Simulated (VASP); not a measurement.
Wanted: the native input for a VASP 6.6.1 run.

```
Task                   : single point
Functional             : PBEsol
Potentials or basis    : VASP PAW PBE potentials, release 64 (Ir)
Cutoff                 : 520 eV
k mesh                 : 22 × 22 × 22
Occupations            : gaussian, width 0.15 eV
Spin                   : no spin polarisation
Dipole correction      : no
Further INCAR settings : ALGO = Normal; EDIFF = 1e-06; NBANDS = 10
```

The structure of Ir lies in POSCAR:

```
Ir
1.0
    0.0000000000      1.9676925000      1.9676925000
    1.9676925000      0.0000000000      1.9676925000
    1.9676925000      1.9676925000      0.0000000000
Ir
1
Direct
    0.0000000000      0.0000000000      0.0000000000
```

This cell differs from its parent crystal: strain +0.025 along x and y, +0.025 along z.

The input as run:

INCAR

```
PREC     = Accurate       # precision mode
ENCUT    = 520            # plane-wave cutoff, eV
EDIFF    = 1E-6           # SCF threshold, eV
ISMEAR   = 0              # smearing method
SIGMA    = 0.15           # smearing width, eV
LREAL    = F              # projectors in reciprocal space
LASPH    = T              # aspherical terms in the spheres
NELM     = 100            # most SCF steps
ALGO     = Normal         # electronic algorithm
ISIF     = 2              # what is computed and relaxed
LWAVE    = F              # write WAVECAR
LCHARG   = F              # write CHGCAR
GGA      = PS             # functional
NBANDS   = 10             # bands
```

KPOINTS

```
Automatic mesh
0
Gamma
  22 22 22
```

Potentials or basis: VASP PAW PBE potentials, release 64 (Ir).

The run is started by

```bash
$ cat potpaw_PBE.64/Ir/POTCAR > POTCAR
$ mpirun -np 1 vasp_std > vasp.out
```

It gave:

```yaml
Pressure: -24.9 GPa
Band_gap_on_the_k_mesh: zero (an odd number of electrons rules out a gap without spin polarisation)
```

Caveat: the cell differs from its parent crystal (strain +0.025 along x and y, +0.025 along z); the cell stands under tension; the PAW data sets were made with another functional, which shifts forces and pressure a little; spin-orbit coupling is left out, which moves the levels of the heavy elements.

It took 43 s on 1 thread of Intel Xeon 8259CL, on a shared host, peak memory 0.19 GiB.
